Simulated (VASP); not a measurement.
Here is a VASP 6.6.1 calculation.

Contents of INCAR:

```
SYSTEM = Cu
ALGO = Fast ; EDIFF = 1E-7
ENCUT = 520 ; GGA = PE
ISIF = 2 ; ISMEAR = 0
LASPH = .TRUE. ; LCHARG = .FALSE.
LREAL = .FALSE. ; LWAVE = .FALSE.
NBANDS = 66 ; NELM = 60
PREC = Accurate ; SIGMA = 0.1
```

Contents of KPOINTS:

```
k-points
0
G
  18 18 2
  0 0 0
```

POSCAR

```
Cu
1.0
    2.5688847757      0.0000000000      0.0000000000
   -1.2844423879      2.2247194751      0.0000000000
    0.0000000000      0.0000000000     20.9290580549
Cu
10
Direct
    0.0000000000      0.0000000000     -0.0000603517
    0.3333333333      0.6666666667      0.0997644762
    0.6666666667      0.3333333333      0.1997709079
    0.3333333333      0.6666666667      0.3001210009
    0.6666666667      0.3333333333      0.4000000000
    0.0000000000      0.0000000000      0.4998789991
    0.6666666667      0.3333333333      0.6002290921
    0.0000000000      0.0000000000      0.7002355238
    0.3333333333      0.6666666667      0.8000603517
    0.6666666667      0.3333333333      0.9000000000
```

Potentials or basis: VASP PAW PBE potentials, release 64 (Cu).

Launch:

```console
$ cat potpaw_PBE.64/Cu/POTCAR > POTCAR
$ mpirun -np 1 vasp_std > vasp.out
```

Problem. What does it give for the pressure?

Solution. 0.5 GPa.

Problem. What does it give for the band gap on the k mesh?

Solution. Zero (band 55 reaches 10.74 eV, above the bottom of band 56 at 5.71 eV).

Forces in eV/Å, atoms in the order of the input:
```
Cu   0.000  0.000 -0.001
Cu   0.000  0.000  0.001
Cu   0.000  0.000  0.002
Cu   0.000  0.000 -0.003
Cu   0.000  0.000  0.000
Cu   0.000  0.000  0.003
Cu   0.000  0.000 -0.002
Cu   0.000  0.000 -0.001
Cu   0.000  0.000  0.001
Cu   0.000  0.000  0.000
```
